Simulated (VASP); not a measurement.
# NaYC3N3 (Fm-3m) in VASP: further runs

The runs below take NaYC3N3 through single point, relaxation of cell and atoms, with PBE.

Everything below comes from runs of VASP 6.6.1. Logs are shortened: lines on timing, memory, paths and dates and some standing lists are left out, and cuts for length are marked.

## (1) The cell of the first run

Symmetry: Fm-3m, No. 225, cubic system. The conventional cell has a = 10.972 Å, b = 10.972 Å, c = 10.972 Å, α = 90.00°, β = 90.00°, γ = 90.00°. Within 5.1 Å of Na (site symmetry -43m) lie 12 N at 3.92 Å and 12 C at 3.93 Å and 8 Y at 4.75 Å. Y (site symmetry m-3m) has 6 C at 2.11 Å within 2.8 Å. Within 2.9 Å of Y (site symmetry m-3m) lie 6 N at 2.21 Å. Within 1.6 Å of C (site symmetry 4mm) lie 1 N at 1.17 Å. Within 1.6 Å of N (site symmetry 4mm) lie 1 C at 1.17 Å.

## (2) Single point, PBE

INCAR reads:

```
SYSTEM = NaYC3N3
PREC     = Accurate       ! precision mode
ENCUT    = 520            ! plane-wave cutoff, eV
EDIFF    = 1E-7           ! SCF threshold, eV
ISMEAR   = 0              ! smearing method
SIGMA    = 0.1            ! smearing width, eV
LREAL    = Auto         
LASPH    = .True.         ! aspherical terms in the spheres
NELM     = 80             ! most SCF steps
ALGO     = Normal         ! electronic algorithm
ISIF     = 2              ! what is computed and relaxed
LWAVE    = .False.        ! write WAVECAR
LCHARG   = .False.        ! write CHGCAR
GGA      = PE             ! functional
NBANDS   = 59             ! bands
```

KPOINTS reads:

```
Automatic mesh
0
Gamma
  4 4 4
  0 0 0
```

POSCAR reads:

```
NaYC3N3
1.0
    0.0000000000      5.4860000000      5.4860000000
    5.4860000000      0.0000000000      5.4860000000
    5.4860000000      5.4860000000      0.0000000000
Na Y C N
2 2 6 6
Direct
    0.2500000000      0.2500000000      0.2500000000
    0.7500000000      0.7500000000      0.7500000000
    0.0000000000      0.0000000000      0.0000000000
    0.5000000000      0.5000000000      0.5000000000
    0.8080568700      0.1919431300      0.1919431300
    0.1919431300      0.8080568700      0.1919431300
    0.1919431300      0.1919431300      0.8080568700
    0.1919431300      0.8080568700      0.8080568700
    0.8080568700      0.1919431300      0.8080568700
    0.8080568700      0.8080568700      0.1919431300
    0.7014218000      0.2985782000      0.2985782000
    0.2985782000      0.7014218000      0.2985782000
    0.2985782000      0.2985782000      0.7014218000
    0.2985782000      0.7014218000      0.7014218000
    0.7014218000      0.2985782000      0.7014218000
    0.7014218000      0.7014218000      0.2985782000
```

Potentials or basis: VASP PAW PBE potentials, release 64 (Na_pv, Y_sv, C, N).

Run with:

```sh
$ cat potpaw_PBE.64/Na_pv/POTCAR potpaw_PBE.64/Y_sv/POTCAR potpaw_PBE.64/C/POTCAR potpaw_PBE.64/N/POTCAR > POTCAR
$ mpirun -np 1 vasp_std > vasp.out
```

OUTCAR:

```text
SYSTEM = NaYC3N3
   PREC = Accurate
   ENCUT = 520
   EDIFF = 1E-7
   ISMEAR = 0
   LREAL = Auto
   LASPH = .True.
   NELM = 80
   ISIF = 2
   GGA = PE

 ion  position               nearest neighbor table
   1  0.250  0.250  0.250-
   2  0.750  0.750  0.750-
   3  0.000  0.000  0.000-   5 2.11   6 2.11   7 2.11   8 2.11   9 2.11  10 2.11
   4  0.500  0.500  0.500-  11 2.21  12 2.21  13 2.21  14 2.21  15 2.21  16 2.21
   5  0.808  0.192  0.192-  11 1.17   3 2.11
   6  0.192  0.808  0.192-  12 1.17   3 2.11
   7  0.192  0.192  0.808-  13 1.17   3 2.11
   8  0.192  0.808  0.808-  14 1.17   3 2.11
   9  0.808  0.192  0.808-  15 1.17   3 2.11
  10  0.808  0.808  0.192-  16 1.17   3 2.11
  11  0.701  0.299  0.299-   5 1.17   4 2.21
  12  0.299  0.701  0.299-   6 1.17   4 2.21
  13  0.299  0.299  0.701-   7 1.17   4 2.21
  14  0.299  0.701  0.701-   8 1.17   4 2.21
  15  0.701  0.299  0.701-   9 1.17   4 2.21
  16  0.701  0.701  0.299-  10 1.17   4 2.21

  LATTYP: Found a face centered cubic cell.
 ALAT       =    10.9720000000

  Lattice vectors:

 A1 = (   0.0000000000,   5.4860000000,   5.4860000000)
 A2 = (   5.4860000000,   0.0000000000,   5.4860000000)
 A3 = (   5.4860000000,   5.4860000000,   0.0000000000)

Analysis of symmetry for initial positions (statically):
=====================================================================
 Subroutine PRICEL returns:
 Original cell was already a primitive cell.

 Routine SETGRP: Setting up the symmetry group for a
 face centered cubic supercell.

 Subroutine GETGRP returns: Found 48 space group operations
 (whereof 48 operations were pure point group operations)
 out of a pool of 48 trial point group operations.

The static configuration has the point symmetry O_h .

Analysis of symmetry for dynamics (positions and initial velocities):
=====================================================================
 Subroutine PRICEL returns:
 Original cell was already a primitive cell.

 Routine SETGRP: Setting up the symmetry group for a
 face centered cubic supercell.

 Subroutine GETGRP returns: Found 48 space group operations
 (whereof 48 operations were pure point group operations)
 out of a pool of 48 trial point group operations.

The dynamic configuration has the point symmetry O_h .

 Subroutine INISYM returns: Found 48 space group operations
 (whereof 48 operations are pure point group operations),
 and found     1 'primitive' translations

----------------------------------------------------------------------------------------

                                     Primitive cell

  volume of cell :     330.2155

  direct lattice vectors                    reciprocal lattice vectors
     0.000000000  5.486000000  5.486000000    -0.091141086  0.091141086  0.091141086
     5.486000000  0.000000000  5.486000000     0.091141086 -0.091141086  0.091141086
     5.486000000  5.486000000  0.000000000     0.091141086  0.091141086 -0.091141086

  length of vectors
     7.758375603  7.758375603  7.758375603     0.157860992  0.157860992  0.157860992

  position of ions in fractional coordinates (direct lattice)
     0.250000000  0.250000000  0.250000000
     0.750000000  0.750000000  0.750000000
     0.000000000  0.000000000  0.000000000
     0.500000000  0.500000000  0.500000000
     0.808056870  0.191943130  0.191943130
     0.191943130  0.808056870  0.191943130
[... 8 lines left out ...]
     0.701421800  0.298578200  0.701421800
     0.701421800  0.701421800  0.298578200

  ion indices of the primitive-cell ions
   primitive index   ion index
                 1           1
                 2           2
                 3           3
                 4           4
                 5           5
                 6           6
[... 8 lines left out ...]
                15          15
                16          16

----------------------------------------------------------------------------------------

 KPOINTS: Automatic mesh

Automatic generation of k-mesh.
 Grid dimensions read from file:
 generate k-points for:    4    4    4

 Generating k-lattice:

  Cartesian coordinates                     Fractional coordinates (reciprocal lattice)
    -0.022785272  0.022785272  0.022785272     0.250000000  0.000000000  0.000000000
     0.022785272 -0.022785272  0.022785272     0.000000000  0.250000000  0.000000000
     0.022785272  0.022785272 -0.022785272     0.000000000  0.000000000  0.250000000

  Length of vectors
     0.039465248  0.039465248  0.039465248

  Shift w.r.t. Gamma in fractional coordinates (k-lattice)
     0.000000000  0.000000000  0.000000000

 Subroutine IBZKPT returns following result:
 ===========================================

 Found      8 irreducible k-points:

 Following reciprocal coordinates:
            Coordinates               Weight
  0.000000  0.000000  0.000000      1.000000
  0.250000  0.000000  0.000000      8.000000
  0.500000  0.000000  0.000000      4.000000
  0.250000  0.250000  0.000000      6.000000
  0.500000  0.250000  0.000000     24.000000
 -0.250000  0.250000  0.000000     12.000000
  0.500000  0.500000  0.000000      3.000000
 -0.250000  0.500000  0.250000      6.000000
   k-points           NKPTS =      8   k-points in BZ     NKDIM =      8   number of bands    NBANDS=     59
   number of dos      NEDOS =    301   number of ions     NIONS =     16
   total plane-waves  NPLWV = 216000
   dimension x,y,z NGX =    60 NGY =   60 NGZ =   60
   dimension x,y,z NGXF=   120 NGYF=  120 NGZF=  120
   ions per type =               2   2   6   6
   NGX,Y,Z   is equivalent  to a cutoff of  12.86, 12.86, 12.86 a.u.
   NGXF,Y,Z  is equivalent  to a cutoff of  25.71, 25.71, 25.71 a.u.
 SYSTEM =  NaYC3N3
   PREC   = accura    normal or accurate (medium, high low for compatibility)
   ISTART =      0    job   : 0-new  1-cont  2-samecut
   ICHARG =      2    charge: 1-file 2-atom 10-const
   ISPIN  =      1    spin polarized calculation?
   LNONCOLLINEAR =      F non collinear calculations
   LSORBIT =      F    spin-orbit coupling
   LASPH  =      T    aspherical Exc in radial PAW
   ENCUT  =  520.0 eV  38.22 Ry    6.18 a.u.  14.43 14.43 14.43*2*pi/ulx,y,z
   NELM   =     80;   NELMIN=  2; NELMDL= -5     # of ELM steps
   EDIFF  = 0.1E-06   stopping-criterion for ELM
   LREAL  =      T    real-space projection
   EDIFFG = 0.1E-05   stopping-criterion for IOM
   NSW    =      0    number of steps for IOM
   IBRION =     -1    ionic relax: 0-MD 1-quasi-New 2-CG
   NFREE  =      0    steps in history (QN), initial steepest desc. (CG)
   ISIF   =      2    stress and relaxation
   ISYM   =      2    0-nonsym 1-usesym 2-fastsym
   POTIM  = 0.5000    time-step for ionic-motion
   TEBEG  =    0.0;   TEEND  =   0.0 temperature during run
   PSTRESS=    0.0 pullay stress
   NELECT =      90.0000    total number of electrons
   NUPDOWN=      -1.0000    fix difference up-down
   EMIN   =  10.00;   EMAX   =-10.00  energy-range for DOS
   EFERMI =   0.00;   METHOD = LEGACY
   ISMEAR =     0;   SIGMA  =   0.10  broadening in eV -4-tet -1-fermi 0-gaus
   EFERMI_NEDOS =   21; number of points for ismear=-14 and -15
   IALGO  =     38    algorithm
   IMIX   =      4    mixing-type and parameters
     AMIX     =   0.40;   BMIX     =  1.00
     AMIX_MAG =   1.60;   BMIX_MAG =  1.00
  volume/ion in A,a.u.               =      20.64       139.28
  Fermi-wavevector in a.u.,A,eV,Ry     =   1.061426  2.005805 15.328676  1.126626
  Thomas-Fermi vector in A             =   2.196842
   LORBIT       =      0    0 simple, 1 ext, 2 COOP (PROOUT), +10 PAW based schemes
   GGA     = PE    functional components
   LHFCALC =     F    Hartree Fock is set to
   AEXX    =    0.0000 exact exchange contribution
   IVDW    =     0    specifies the selected vdW correction
   LEPSILON=     F    determine dielectric tensor
   LRPA    =     F    only Hartree local field effects (RPA)
 non-spin polarized calculation
 Gauss-broadening in eV      SIGMA  =   0.10
  energy-cutoff  :      520.00
  volume of cell :      330.22
 maximum number of plane-waves:      8904
 NGX is ok and might be reduce to    60
   NGX = 29   NGY = 29   NGZ = 29

 number of electron      90.0000010 magnetization

 Free energy of the ion-electron system (eV)
  ---------------------------------------------------
  ext. energy  EPLUGINS =         0.00000000
  ---------------------------------------------------
  free energy    TOTEN  =      -117.17629114 eV

  energy without entropy =     -117.15823694  energy(sigma->0) =     -117.16726404

 E-fermi :   1.6203     XC(G=0):  -7.2016

 val. band max:        1.4584928569   @ k =   0.2500   0.0000   0.0000
 cond. band min:       1.6776814247   @ k =  -0.2500   0.2500   0.0000
 fundamental gap:      0.2191885677
 Fermi energy:         1.6203421203

 k-point     1 :       0.0000    0.0000    0.0000
  band No.  band energies     occupation
      1     -40.1070      2.00000
      2     -38.3096      2.00000
      3     -25.7199      2.00000
      4     -25.7198      2.00000
      5     -25.7198      2.00000
      6     -25.7198      2.00000
[... 49 lines left out ...]
     56       5.6376      0.00000
     57       5.6377      0.00000

 k-point     2 :       0.2500    0.0000    0.0000
  band No.  band energies     occupation
      1     -40.1070      2.00000
      2     -38.3096      2.00000
      3     -25.7198      2.00000
      4     -25.7198      2.00000
      5     -25.7198      2.00000
      6     -25.7198      2.00000
[... 49 lines left out ...]
     56       5.4558      0.00000
     57       5.6773      0.00000

 k-point     3 :       0.5000    0.0000    0.0000
  band No.  band energies     occupation
      1     -40.1070      2.00000
      2     -38.3096      2.00000
      3     -25.7198      2.00000
      4     -25.7198      2.00000
      5     -25.7198      2.00000
      6     -25.7198      2.00000
[... 233 lines left out ...]
  band No.  band energies     occupation
      1     -40.1070      2.00000
      2     -38.3096      2.00000
      3     -25.7199      2.00000
      4     -25.7199      2.00000
      5     -25.7199      2.00000
      6     -25.7198      2.00000
[... 49 lines left out ...]
     56       4.4971      0.00000
     57       4.4971      0.00000

 k-point     8 :      -0.2500    0.5000    0.2500
  band No.  band energies     occupation
      1     -40.1070      2.00000
      2     -38.3096      2.00000
      3     -25.7199      2.00000
      4     -25.7199      2.00000
      5     -25.7198      2.00000
      6     -25.7198      2.00000
[... 49 lines left out ...]
     56       4.4178      0.00000
     57       4.8405      0.00000
 [bands above 57 left out]

------------------------ aborting loop because EDIFF is reached ----------------------------------------

  FORCE on cell =-STRESS in cart. coord.  units (eV):
  Direction    XX          YY          ZZ          XY          YZ          ZX
  --------------------------------------------------------------------------------------
  -------------------------------------------------------------------------------------
  Total       34.8335043     34.8335043     34.8335043      0.0000000      0.0000000     -0.0000000
  in kB      169.0091992    169.0091992    169.0091992      0.0000000      0.0000000     -0.0000000
  external PRESSURE =     169.0091992 kB  Pullay stress =       0.0000000 kB

 VOLUME and BASIS-vectors are now :
 -----------------------------------------------------------------------------
  energy-cutoff  :      520.00
  volume of cell :      330.22
      direct lattice vectors                 reciprocal lattice vectors
     0.000000000  5.486000000  5.486000000    -0.091141086  0.091141086  0.091141086
     5.486000000  0.000000000  5.486000000     0.091141086 -0.091141086  0.091141086
     5.486000000  5.486000000  0.000000000     0.091141086  0.091141086 -0.091141086

 POSITION                                       TOTAL-FORCE (eV/Angst)
 -----------------------------------------------------------------------------------
      2.74300      2.74300      2.74300        -0.000000     -0.000000     -0.000000
      8.22900      8.22900      8.22900        -0.000000     -0.000000      0.000000
      0.00000      0.00000      0.00000        -0.000000     -0.000000      0.000000
      5.48600      5.48600      5.48600        -0.000000     -0.000000      0.000000
      2.10600      5.48600      5.48600         2.743582     -0.000000      0.000000
      5.48600      2.10600      5.48600         0.000000      2.743582      0.000000
[... 8 lines left out ...]
      5.48600      7.69600      5.48600         0.000000     -0.994166      0.000000
      5.48600      5.48600      7.69600         0.000000     -0.000000     -0.994166
 -----------------------------------------------------------------------------------
    total drift:                               -0.000000     -0.000000      0.000000

  FREE ENERGIE OF THE ION-ELECTRON SYSTEM (eV)
  ---------------------------------------------------
  free  energy   TOTEN  =      -117.1762911416 eV

  energy  without entropy=     -117.1582369399  energy(sigma->0) =     -117.16726404
```

Wall time 6.2 min (1 thread of Intel Xeon Platinum 8488C (Sapphire Rapids), shared host); peak memory 0.54 GiB.

Results:

```yaml
Free_energy: -117.1763 eV
Pressure: 16.9 GPa
Largest_force: 2.744 eV/Å
Band_gap_on_the_k_mesh: zero (bands 45 and 46 overlap by 0.78 eV)
```

Forces on the atoms (eV/Å):
```
Na   0.000  0.000  0.000
Na   0.000  0.000  0.000
Y    0.000  0.000  0.000
Y    0.000  0.000  0.000
C    2.744  0.000  0.000
C    0.000  2.744  0.000
C    0.000  0.000  2.744
C   -2.744  0.000  0.000
C    0.000 -2.744  0.000
C    0.000  0.000 -2.744
N    0.994  0.000  0.000
N    0.000  0.994  0.000
N    0.000  0.000  0.994
N   -0.994  0.000  0.000
N    0.000 -0.994  0.000
N    0.000  0.000 -0.994
```

Levels at points of the mesh, in eV from the Fermi level:
| k point | band 43 | band 44 | band 45 | band 46 | band 47 | band 48 |
| --- | --- | --- | --- | --- | --- | --- |
| (0.00, 0.00, 0.00) | -3.25 | -3.25 | -0.51 | -0.51 | -0.51 | 0.31 |
| (0.50, 0.00, 0.00) | -3.39 | -3.39 | 0.27 | 0.42 | 0.42 | 0.86 |
| (0.50, 0.50, 0.00) | -3.16 | -3.10 | -0.49 | 0.72 | 0.72 | 1.06 |

Caveat: the cell stands under pressure; forces of over 1 eV/Å act on the atoms, so gaps and moduli don't describe the material at rest.

## (3) Single point, PBE

This run uses another cell than the first one, of 27.02 Å³/atom.

INCAR reads:

```
SYSTEM = NaYC3N3
  PREC = Accurate
  ENCUT = 520
  EDIFF = 1E-7
  ISMEAR = 0
  SIGMA = 0.1
  LREAL = Auto
  LASPH = .True.
  NELM = 80
  ALGO = Normal
  ISIF = 2
  LWAVE = .False.
  LCHARG = .True.
  GGA = PE
  LELF = .True.
  LVHAR = .True.
  NBANDS = 59
```

KPOINTS is that of step 2.

POSCAR reads:

```
NaYC3N3
1.0
    0.0000000000      6.0014341220      6.0014341220
    6.0014341220      0.0000000000      6.0014341220
    6.0014341220      6.0014341220      0.0000000000
Na Y C N
2 2 6 6
Direct
    0.2500000000      0.2500000000      0.2500000000
    0.7500000000      0.7500000000      0.7500000000
    0.0000000000      0.0000000000      0.0000000000
    0.5000000000      0.5000000000      0.5000000000
    0.7934045731      0.2065954269      0.2065954269
    0.2065954269      0.7934045731      0.2065954269
    0.2065954269      0.2065954269      0.7934045731
    0.2065954269      0.7934045731      0.7934045731
    0.7934045731      0.2065954269      0.7934045731
    0.7934045731      0.7934045731      0.2065954269
    0.6950064031      0.3049935969      0.3049935969
    0.3049935969      0.6950064031      0.3049935969
    0.3049935969      0.3049935969      0.6950064031
    0.3049935969      0.6950064031      0.6950064031
    0.6950064031      0.3049935969      0.6950064031
    0.6950064031      0.6950064031      0.3049935969
```

Potentials or basis: VASP PAW PBE potentials, release 64 (Na_pv, Y_sv, C, N).

Run with:

```sh
$ cat potpaw_PBE.64/Na_pv/POTCAR potpaw_PBE.64/Y_sv/POTCAR potpaw_PBE.64/C/POTCAR potpaw_PBE.64/N/POTCAR > POTCAR
$ mpirun -np 1 vasp_std > vasp.out
```

It took 7.2 min on 1 thread of Intel Xeon Platinum 8488C (Sapphire Rapids), shared host; peak memory 0.63 GiB.

The run converged. Its results:

```yaml
Free_energy: -122.4978 eV
Pressure: 0.2 GPa
Largest_force: 0.361 eV/Å
Band_gap_on_the_k_mesh: zero (bands 45 and 46 overlap by 0.41 eV)
```

Forces in eV/Å, atoms in the order of the input:
```
Na   0.000  0.000  0.000
Na   0.000  0.000  0.000
Y    0.000  0.000  0.000
Y    0.000  0.000  0.000
C   -0.352  0.000  0.000
C    0.000 -0.352  0.000
C    0.000  0.000 -0.352
C    0.352  0.000  0.000
C    0.000  0.352  0.000
C    0.000  0.000  0.352
N    0.361  0.000  0.000
N    0.000  0.361  0.000
N    0.000  0.000  0.361
N   -0.361  0.000  0.000
N    0.000 -0.361  0.000
N    0.000  0.000 -0.361
```

Levels at points of the mesh, in eV from the Fermi level:
```
           k point  band 43  band 44  band 45  band 46  band 47  band 48
(0.00, 0.00, 0.00)    -4.56    -4.56    -0.26    -0.26    -0.26    -0.13
(0.50, 0.00, 0.00)    -4.68    -4.68     0.15     0.25     0.42     0.42
(0.50, 0.50, 0.00)    -4.46    -4.39    -0.31     0.30     0.60     0.60
```

## (4) Single point, PBE

This run uses another cell than the first one, of 27.02 Å³/atom.

INCAR reads:

```
  ALGO = Normal
  EDIFF = 1E-7
  ENCUT = 520
  GGA = PE
  ISIF = 2
  ISMEAR = 0
  LASPH = True
  LCHARG = False
  LREAL = Auto
  LWAVE = False
  NBANDS = 59
  NELM = 100
  PREC = Accurate
  SIGMA = 0.1
```

KPOINTS reads:

```
k-points
0
Gamma
  6 6 6
```

POSCAR is that of step 3.

Run with:

```sh
$ cat potpaw_PBE.64/Na_pv/POTCAR potpaw_PBE.64/Y_sv/POTCAR potpaw_PBE.64/C/POTCAR potpaw_PBE.64/N/POTCAR > POTCAR
$ mpirun -np 1 vasp_std > vasp.out
```

Wall time 14 min (1 thread of Intel Xeon Platinum 8488C (Sapphire Rapids), shared host); peak memory 0.72 GiB.

The run converged. Its results:

```yaml
Free_energy: -122.5104 eV
Pressure: 0.2 GPa
Largest_force: 0.346 eV/Å
Band_gap_on_the_k_mesh: zero (bands 45 and 46 overlap by 0.42 eV)
```

Forces on the atoms (eV/Å):
```
Na   0.000  0.000  0.000
Na   0.000  0.000  0.000
Y    0.000  0.000  0.000
Y    0.000  0.000  0.000
C   -0.341  0.000  0.000
C    0.000 -0.341  0.000
C    0.000  0.000 -0.341
C    0.341  0.000  0.000
C    0.000  0.341  0.000
C    0.000  0.000  0.341
N    0.346  0.000  0.000
N    0.000  0.346  0.000
N    0.000  0.000  0.346
N   -0.346  0.000  0.000
N    0.000 -0.346  0.000
N    0.000  0.000 -0.346
```

Levels at points of the mesh, in eV from the Fermi level:
| k point | band 42 | band 43 | band 44 | band 45 | band 46 | band 47 | band 48 | band 49 |
| --- | --- | --- | --- | --- | --- | --- | --- | --- |
| (0.00, 0.00, 0.00) | -4.58 | -4.58 | -4.58 | -0.29 | -0.29 | -0.29 | -0.15 | 0.53 |
| (0.50, 0.00, 0.00) | -4.86 | -4.71 | -4.71 | 0.13 | 0.24 | 0.40 | 0.40 | 0.56 |
| (0.50, 0.50, 0.00) | -4.48 | -4.48 | -4.41 | -0.33 | 0.29 | 0.57 | 0.57 | 0.67 |

(Continued in part 2 of 2.)

The gap in the log of VASP goes by the Fermi energy; the results here count the filled bands.